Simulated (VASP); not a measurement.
# MgNb2O4 (Fd-3m) in VASP: further runs

MgNb2O4 is run at these levels: PBE; tasks: single point, relaxation of cell and atoms.

Everything below comes from runs of VASP 6.6.1. Logs are shortened: lines on timing, memory, paths and dates and some standing lists are left out, and cuts for length are marked.

## 1. The cell of the first run

It takes space group Fd-3m (No. 227, cubic). Conventional cell: a = 8.711 Å, b = 8.711 Å, c = 8.711 Å, α = 90.00°, β = 90.00°, γ = 90.00°. Within 2.5 Å of Mg (site symmetry -43m) lie 4 O at 1.91 Å. Nb (site symmetry -3m) has 6 O at 2.16 Å within 2.9 Å. Within 2.5 Å of O (site symmetry 3m) lie 1 Mg at 1.91 Å and 3 Nb at 2.16 Å.

## 2. Single point, PBE

The input, INCAR:

```
  ALGO = Normal
  EDIFF = 1E-7
  ENCUT = 520
  GGA = PE
  ISIF = 2
  ISMEAR = 0
  LASPH = True
  LCHARG = False
  LREAL = False
  LWAVE = False
  NBANDS = 65
  NELM = 100
  PREC = Accurate
  SIGMA = 0.15
```

The input, KPOINTS:

```
k-points
0
Gamma
  3 3 3
```

The input, POSCAR:

```
MgNb2O4
1.0
    0.0000000000      4.3554323064      4.3554323064
    4.3554323064      0.0000000000      4.3554323064
    4.3554323064      4.3554323064      0.0000000000
Mg Nb O
2 4 8
Direct
    0.0000000000      0.0000000000      0.0000000000
    0.2500000000      0.2500000000      0.2500000000
    0.6250000000      0.6250000000      0.1250000000
    0.6250000000      0.6250000000      0.6250000000
    0.1250000000      0.6250000000      0.6250000000
    0.6250000000      0.1250000000      0.6250000000
    0.8731894365      0.3804316906      0.8731894365
    0.3804316906      0.8731894365      0.8731894365
    0.8731894365      0.8731894365      0.3804316906
    0.8731894365      0.8731894365      0.8731894365
    0.3768105635      0.3768105635      0.8695683094
    0.3768105635      0.8695683094      0.3768105635
    0.8695683094      0.3768105635      0.3768105635
    0.3768105635      0.3768105635      0.3768105635
```

Potentials or basis: VASP PAW PBE potentials, release 64 (Mg, Nb_sv, O).

On the command line:

```bash
> cat potpaw_PBE.64/Mg/POTCAR potpaw_PBE.64/Nb_sv/POTCAR potpaw_PBE.64/O/POTCAR > POTCAR
> mpirun -np 1 vasp_std > vasp.out
```

OUTCAR:

```text
EDIFF = 1E-7
   ENCUT = 520
   GGA = PE
   ISIF = 2
   ISMEAR = 0
   LASPH = True
   LREAL = False
   NELM = 100
   PREC = Accurate

 ion  position               nearest neighbor table
   1  0.000  0.000  0.000-  10 1.91   8 1.91   9 1.91   7 1.91
   2  0.250  0.250  0.250-  14 1.91  12 1.91  13 1.91  11 1.91
   3  0.625  0.625  0.125-   7 2.16   8 2.16  12 2.16  13 2.16  10 2.16  14 2.16
   4  0.625  0.625  0.625-   7 2.16   8 2.16   9 2.16  11 2.16  12 2.16  13 2.16
   5  0.125  0.625  0.625-   7 2.16   9 2.16  11 2.16  12 2.16  10 2.16  14 2.16
   6  0.625  0.125  0.625-   8 2.16   9 2.16  11 2.16  13 2.16  10 2.16  14 2.16
   7  0.873  0.380  0.873-   1 1.91   3 2.16   5 2.16   4 2.16
   8  0.380  0.873  0.873-   1 1.91   3 2.16   6 2.16   4 2.16
   9  0.873  0.873  0.380-   1 1.91   5 2.16   6 2.16   4 2.16
  10  0.873  0.873  0.873-   1 1.91   3 2.16   5 2.16   6 2.16
  11  0.377  0.377  0.870-   2 1.91   5 2.16   6 2.16   4 2.16
  12  0.377  0.870  0.377-   2 1.91   3 2.16   5 2.16   4 2.16
  13  0.870  0.377  0.377-   2 1.91   3 2.16   6 2.16   4 2.16
  14  0.377  0.377  0.377-   2 1.91   3 2.16   5 2.16   6 2.16

  LATTYP: Found a face centered cubic cell.
 ALAT       =     8.7108646128

  Lattice vectors:

 A1 = (   0.0000000000,   4.3554323064,   4.3554323064)
 A2 = (   4.3554323064,   0.0000000000,   4.3554323064)
 A3 = (   4.3554323064,   4.3554323064,   0.0000000000)

Analysis of symmetry for initial positions (statically):
=====================================================================
 Subroutine PRICEL returns:
 Original cell was already a primitive cell.

 Routine SETGRP: Setting up the symmetry group for a
 face centered cubic supercell.

 Subroutine GETGRP returns: Found 48 space group operations
 (whereof 24 operations were pure point group operations)
 out of a pool of 48 trial point group operations.

The static configuration has the point symmetry T_d .
 The point group associated with its full space group is O_h .

Analysis of symmetry for dynamics (positions and initial velocities):
=====================================================================
 Subroutine PRICEL returns:
 Original cell was already a primitive cell.

 Routine SETGRP: Setting up the symmetry group for a
 face centered cubic supercell.

 Subroutine GETGRP returns: Found 48 space group operations
 (whereof 24 operations were pure point group operations)
 out of a pool of 48 trial point group operations.

The dynamic configuration has the point symmetry T_d .
[... 118 lines left out ...]
   ISMEAR =     0;   SIGMA  =   0.15  broadening in eV -4-tet -1-fermi 0-gaus
   EFERMI_NEDOS =   21; number of points for ismear=-14 and -15
   IALGO  =     38    algorithm
   IMIX   =      4    mixing-type and parameters
     AMIX     =   0.40;   BMIX     =  1.00
     AMIX_MAG =   1.60;   BMIX_MAG =  1.00
  volume/ion in A,a.u.               =      11.80        79.65
  Fermi-wavevector in a.u.,A,eV,Ry     =   1.402958  2.651206 26.780228  1.968291
  Thomas-Fermi vector in A             =   2.525668
   LORBIT       =      0    0 simple, 1 ext, 2 COOP (PROOUT), +10 PAW based schemes
   GGA     = PE    functional components
   LHFCALC =     F    Hartree Fock is set to
   AEXX    =    0.0000 exact exchange contribution
   IVDW    =     0    specifies the selected vdW correction
   LEPSILON=     F    determine dielectric tensor
   LRPA    =     F    only Hartree local field effects (RPA)
 non-spin polarized calculation
 Gauss-broadening in eV      SIGMA  =   0.15
  energy-cutoff  :      520.00
  volume of cell :      165.24
 maximum number of plane-waves:      4477
 NGX is ok and might be reduce to    48
   NGX = 23   NGY = 23   NGZ = 23

 number of electron     104.0000003 magnetization

 Free energy of the ion-electron system (eV)
  ---------------------------------------------------
  ext. energy  EPLUGINS =         0.00000000
  ---------------------------------------------------
  free energy    TOTEN  =      -115.99547063 eV

  energy without entropy =     -115.92036046  energy(sigma->0) =     -115.95791554

 E-fermi :   8.5528     XC(G=0): -11.2409

 val. band max:        8.1894948588   @ k =  -0.3333   0.3333   0.0000
 cond. band min:       8.5601344775   @ k =   0.3333   0.0000   0.0000
 fundamental gap:      0.3706396187
 Fermi energy:         8.5527511788

 k-point     1 :       0.0000    0.0000    0.0000
  band No.  band energies     occupation
      1     -47.8507      2.00000
      2     -47.7513      2.00000
      3     -47.7513      2.00000
      4     -47.7513      2.00000
      5     -24.6684      2.00000
      6     -24.2252      2.00000
[... 257 lines left out ...]
     63      11.8748      0.00000
     64      11.9049      0.00000
 [bands above 64 left out]

------------------------ aborting loop because EDIFF is reached ----------------------------------------

  FORCE on cell =-STRESS in cart. coord.  units (eV):
  Direction    XX          YY          ZZ          XY          YZ          ZX
  --------------------------------------------------------------------------------------
  -------------------------------------------------------------------------------------
  Total       -0.2816000     -0.2816000     -0.2816000     -0.0000000      0.0000000      0.0000000
  in kB       -2.7303569     -2.7303569     -2.7303569     -0.0000000      0.0000000      0.0000000
  external PRESSURE =      -2.7303569 kB  Pullay stress =       0.0000000 kB

 VOLUME and BASIS-vectors are now :
 -----------------------------------------------------------------------------
  energy-cutoff  :      520.00
  volume of cell :      165.24
      direct lattice vectors                 reciprocal lattice vectors
     0.000000000  4.355432306  4.355432306    -0.114799167  0.114799167  0.114799167
     4.355432306  0.000000000  4.355432306     0.114799167 -0.114799167  0.114799167
     4.355432306  4.355432306  0.000000000     0.114799167  0.114799167 -0.114799167

 POSITION                                       TOTAL-FORCE (eV/Angst)
 -----------------------------------------------------------------------------------
      0.00000      0.00000      0.00000        -0.000000      0.000000     -0.000000
      2.17772      2.17772      2.17772        -0.000000      0.000000     -0.000000
      3.26657      3.26657      5.44429        -0.000000      0.000000     -0.000000
      5.44429      5.44429      5.44429        -0.000000      0.000000     -0.000000
      5.44429      3.26657      3.26657        -0.000000      0.000000     -0.000000
      3.26657      5.44429      3.26657        -0.000000      0.000000     -0.000000
      5.46006      7.60623      5.46006        -0.001215      0.001215     -0.001215
      7.60623      5.46006      5.46006         0.001215     -0.001215     -0.001215
      5.46006      5.46006      7.60623        -0.001215     -0.001215      0.001215
      7.60623      7.60623      7.60623         0.001215      0.001215      0.001215
      5.42852      5.42852      3.28235         0.001215      0.001215     -0.001215
      5.42852      3.28235      5.42852         0.001215     -0.001215      0.001215
      3.28235      5.42852      5.42852        -0.001215      0.001215      0.001215
      3.28235      3.28235      3.28235        -0.001215     -0.001215     -0.001215
 -----------------------------------------------------------------------------------
    total drift:                                0.000000      0.000000      0.000000

  FREE ENERGIE OF THE ION-ELECTRON SYSTEM (eV)
  ---------------------------------------------------
  free  energy   TOTEN  =      -115.9954706258 eV

  energy  without entropy=     -115.9203604615  energy(sigma->0) =     -115.95791554
```

OSZICAR:

```text
N       E                     dE             d eps       ncg     rms          rms(c)
DAV:   1     0.117851662503E+04    0.11785E+04   -0.57650E+04   536   0.162E+03
DAV:   2    -0.199985138929E+02   -0.11985E+04   -0.11633E+04   662   0.605E+02
DAV:   3    -0.129395982662E+03   -0.10940E+03   -0.10793E+03   808   0.160E+02
DAV:   4    -0.135349447854E+03   -0.59535E+01   -0.59018E+01   896   0.330E+01
DAV:   5    -0.135578141701E+03   -0.22869E+00   -0.22768E+00   792   0.600E+00    0.280E+01
DAV:   6    -0.115857617376E+03    0.19721E+02   -0.11844E+02   680   0.461E+01    0.116E+01
DAV:   7    -0.115981043508E+03   -0.12343E+00   -0.11700E+01   856   0.146E+01    0.521E+00
DAV:   8    -0.115978912644E+03    0.21309E-02   -0.66911E-01   744   0.373E+00    0.204E+00
DAV:   9    -0.115993106220E+03   -0.14194E-01   -0.13791E-01   832   0.202E+00    0.479E-01
DAV:  10    -0.115994918895E+03   -0.18127E-02   -0.26087E-02   776   0.872E-01    0.143E-01
DAV:  11    -0.115995216899E+03   -0.29800E-03   -0.34057E-03   736   0.365E-01    0.976E-02
DAV:  12    -0.115995456248E+03   -0.23935E-03   -0.55687E-04   696   0.112E-01    0.199E-02
DAV:  13    -0.115995467227E+03   -0.10980E-04   -0.93604E-05   808   0.385E-02    0.872E-03
DAV:  14    -0.115995470796E+03   -0.35685E-05   -0.15085E-05   736   0.147E-02    0.545E-03
DAV:  15    -0.115995470595E+03    0.20075E-06   -0.48885E-06   736   0.110E-02    0.170E-03
DAV:  16    -0.115995470626E+03   -0.30668E-07   -0.37158E-07   512   0.348E-03
   1 F= -.11599547E+03 E0= -.11595792E+03  d E =-.751102E-01
```

Run time: 60 s. Hardware: 1 thread of Intel Xeon Platinum 8488C (Sapphire Rapids), shared host; peak memory 0.33 GiB.

Results:

```
Free energy            : -115.9955 eV
Pressure               : -0.3 GPa
Band gap on the k mesh : zero (band 52 reaches 8.61 eV, above the bottom of band 53 at 8.60 eV)
```

Forces on the atoms (eV/Å):
```
Mg   0.000  0.000  0.000
Mg   0.000  0.000  0.000
Nb   0.000  0.000  0.000
Nb   0.000  0.000  0.000
Nb   0.000  0.000  0.000
Nb   0.000  0.000  0.000
O   -0.001  0.001 -0.001
O    0.001 -0.001 -0.001
O   -0.001 -0.001  0.001
O    0.001  0.001  0.001
O    0.001  0.001 -0.001
O    0.001 -0.001  0.001
O   -0.001  0.001  0.001
O   -0.001 -0.001 -0.001
```

Levels at points of the mesh, in eV from the Fermi level:
| k point | band 49 | band 50 | band 51 | band 52 | band 53 | band 54 |
| --- | --- | --- | --- | --- | --- | --- |
| (0.00, 0.00, 0.00) | -1.86 | -1.86 | -1.65 | 0.06 | 0.06 | 0.06 |

Caveat: the k points lie up to 0.42 Å⁻¹ apart.

(Part 1 of 2 ends here.)
